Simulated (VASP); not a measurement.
Input of a VASP 6.6.1 run:

File INCAR:

```
SYSTEM = Bi
ALGO     = Normal         ! electronic algorithm
EDIFF    = 1E-6           ! SCF threshold, eV
ENCUT    = 520            ! plane-wave cutoff, eV
GGA      = PS             ! functional
ISIF     = 2              ! what is computed and relaxed
ISMEAR   = -1             ! smearing method
LASPH    = .True.         ! aspherical terms in the spheres
LCHARG   = .True.         ! write CHGCAR
LELF     = .True.         ! ELF
LREAL    = .False.        ! projectors in reciprocal space
LVHAR    = .True.       
LWAVE    = .False.        ! write WAVECAR
NBANDS   = 14             ! bands
NELM     = 60             ! most SCF steps
PREC     = Accurate       ! precision mode
SIGMA    = 0.1            ! smearing width, eV
```

KPOINTS

```
k-points
0
Gamma
  13 13 13
  0 0 0
```

File POSCAR:

```
Bi
1.0
   -1.9057758335      1.9057758335      1.9057758335
    1.9057758335     -1.9057758335      1.9057758335
    1.9057758335      1.9057758335     -1.9057758335
Bi
1
Direct
    0.0000000000      0.0000000000      0.0000000000
```

Potentials or basis: VASP PAW PBE potentials, release 64 (Bi_d).

Launch:

```console
$ cat potpaw_PBE.64/Bi_d/POTCAR > POTCAR
$ mpirun -np 1 vasp_std > vasp.out
```

Task: What does it give for the pressure?

Result: 5.9 GPa.

Caveat: the PAW data sets were made with another functional, which shifts forces and pressure a little.
